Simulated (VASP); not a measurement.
Al: single point with LDA

Al, a slab with vacuum:

```
Al
1.0
     5.72757    0.00000    0.00000
     2.86378    4.96022    0.00000
     0.00000    0.00000   15.67654
Al
13
Direct
  0.16667 0.16667 0.06379
  0.66667 0.16667 0.06379
  0.16667 0.66667 0.06379
  0.66667 0.66667 0.06379
  0.83398 0.33204 0.20986
  0.33327 0.33345 0.21009
  0.83408 0.83459 0.21000
  0.33134 0.83458 0.21000
  0.99983 0.00040 0.35834
  0.50495 0.99017 0.35391
  0.99000 0.50523 0.35384
  0.50485 0.50522 0.35385
  0.33314 0.33372 0.48849
```

```yaml
Program: VASP 6.6.1
Task: single point
Functional: LDA
Potentials_or_basis: VASP PAW LDA potentials, release 64 (Al)
Cutoff: 400 eV
k_mesh: 1 × 1 × 1
Occupations: gaussian, width 0.05 eV
Spin: no spin polarisation
```

```yaml
Largest_force: 1.678 eV/Å
```

Forces in eV/Å, atoms in the order of the input:
```
Al   0.408  0.235  1.060
Al  -0.408  0.235  1.060
Al   0.000 -0.470  1.064
Al   0.000  0.003  1.364
Al   0.000 -0.040 -0.088
Al   0.000  0.002  0.125
Al   0.032  0.017 -0.097
Al  -0.032  0.017 -0.096
Al   0.000  0.001 -1.056
Al   0.000  0.660 -0.553
Al   0.567 -0.330 -0.552
Al  -0.567 -0.330 -0.553
Al   0.000 -0.002 -1.678
```

Levels at points of the mesh, in eV from the Fermi level:
| k point | band 17 | band 18 | band 19 | band 20 | band 21 | band 22 |
| --- | --- | --- | --- | --- | --- | --- |
| (0.00, 0.00, 0.00) | -1.39 | -0.31 | -0.31 | 0.00 | 0.07 | 0.30 |

It took 48 s on 1 thread of Intel Xeon 8259CL (shared host), peak memory 0.28 GiB.

Caveat: the k points lie up to 1.27 Å⁻¹ apart.
